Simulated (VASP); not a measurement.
Runs of VASP 6.6.1 on Na. The structure is that of space group P6_3/mmc (No. 194), or close to it. The cells are those of the table. 

| level | potentials or basis | cell | gap on the mesh (eV) | pressure (GPa) |
| --- | --- | --- | --- | --- |
| PBEsol | VASP PAW PBE potentials, release 64 (Na_pv) | a = 3.749, b = 3.749, c = 12.702 Å, angles 90.0, 90.0, 120.0°, 4 atoms | none | -0.4 |
| PBEsol | VASP PAW PBE potentials, release 64 (Na_pv) | a = 3.676, b = 3.676, c = 12.453 Å, angles 90.0, 90.0, 120.0°, 4 atoms | none | 0.0 |
| LDA | VASP PAW LDA potentials, release 64 (Na_pv) | a = 3.725, b = 3.725, c = 12.620 Å, angles 90.0, 90.0, 120.0°, 4 atoms | none | (b) |
| PBEsol | VASP PAW PBE potentials, release 64 (Na_pv) | a = 3.342, b = 3.342, c = 10.705 Å, angles 90.0, 90.0, 120.0°, 4 atoms | none | 5.0 |
| PBEsol | VASP PAW PBE potentials, release 64 (Na_pv) | a = 3.625, b = 3.625, c = 12.281 Å, angles 90.0, 90.0, 120.0°, 4 atoms | none | (a) |

Alike in all rows: task single point; no spin polarisation; k mesh 8 × 8 × 3; cutoff (eV) 520; smearing fermi-dirac 0.05 eV.

Problem. Fill in the values left out.

Solution. (a) 0.4; (b) -0.9.

Caveats: the PAW data sets were made with another functional, which shifts forces and pressure a little (some runs).

A gap of «none» marks levels without a gap at the run's occupations.
